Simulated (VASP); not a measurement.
TePb:

```xyz
2
Lattice="0.0000 3.2735 3.2735 3.2735 0.0000 3.2735 3.2735 3.2735 0.0000" Properties=species:S:1:pos:R:3 pbc="T T T"
Te    3.2735    3.2735    3.2735
Pb    0.0000    0.0000    0.0000
```

| Property | Result |
| --- | --- |
| Program | VASP 6.6.1 |
| Task | relaxation of cell and atoms |
| Functional | PBEsol |
| Potentials or basis | VASP PAW PBE potentials, release 64 (Te, Pb_d) |
| Cutoff | 600 eV |
| k mesh | 14 × 14 × 14 |
| Occupations | gaussian, width 0.025 eV |
| Spin | no spin polarisation |

At the start: pressure -1.9 GPa; volume 35.08 Å³/atom.

Question: Where does the relaxation end?

Answer: Over 3 steps the energy falls by 10.3 meV/atom and the volume is 33.44 Å³/atom (-4.7 %); space group Fm-3m (No. 225, to 0.1 Å) before and after.

Step by step:
```
step  energy change (eV)  largest force (eV/Å)  pressure (GPa)  volume (Å³)
   1              0.0000                0.0000           -1.94        70.16
   2             -0.0188                0.0000            0.67        65.93
   3             -0.0207                0.0000           -0.01        66.88
```

Final structure:
```
CELL_PARAMETERS angstrom
0.00000 3.22173 3.22173
3.22173 0.00000 3.22173
3.22173 3.22173 0.00000
ATOMIC_POSITIONS crystal
Te 0.50000 0.50000 0.50000
Pb 0.00000 0.00000 0.00000
```

Caveat: the PAW data sets were made with another functional, which shifts forces and pressure a little.
